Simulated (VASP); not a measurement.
A run of VASP 6.6.1:

File INCAR:

```
PREC = Accurate
ENCUT = 520
EDIFF = 1E-6
ISMEAR = -1
SIGMA = 0.1
LREAL = F
LASPH = T
NELM = 60
ALGO = Normal
ISIF = 2
LWAVE = F
LCHARG = T
GGA = PS
LELF = T
LVHAR = T
NBANDS = 34
```

File KPOINTS:

```
regular mesh
0
Gamma
  14 14 4
```

Contents of POSCAR:

```
Ga
1.0
    2.8106330577      0.0000000000      0.0000000000
   -1.4053165289      2.4340796287      0.0000000000
    0.0000000000      0.0000000000      9.1334376214
Ga
4
Direct
    0.0000000000      0.0000000000      1.0000000000
    1.0000000000      1.0000000000      0.5000000000
    0.3333333333      0.6666666667      0.2500000000
    0.6666666667      0.3333333333      0.7500000000
```

Potentials or basis: VASP PAW PBE potentials, release 64 (Ga_d).

The run is started by

```bash
$ cat potpaw_PBE.64/Ga_d/POTCAR > POTCAR
$ mpirun -np 1 vasp_std > vasp.out
```

Hardware: 1 thread of Intel(R) Xeon(R) Platinum 8488C (Sapphire Rapids), on a shared host.

Problem. How long does it take, and how much memory?

Solution. It took 2 min on 1 thread of Intel(R) Xeon(R) Platinum 8488C (Sapphire Rapids), on a shared host, peak memory 0.25 GiB. Counts: scf iterations 12, k points 72.
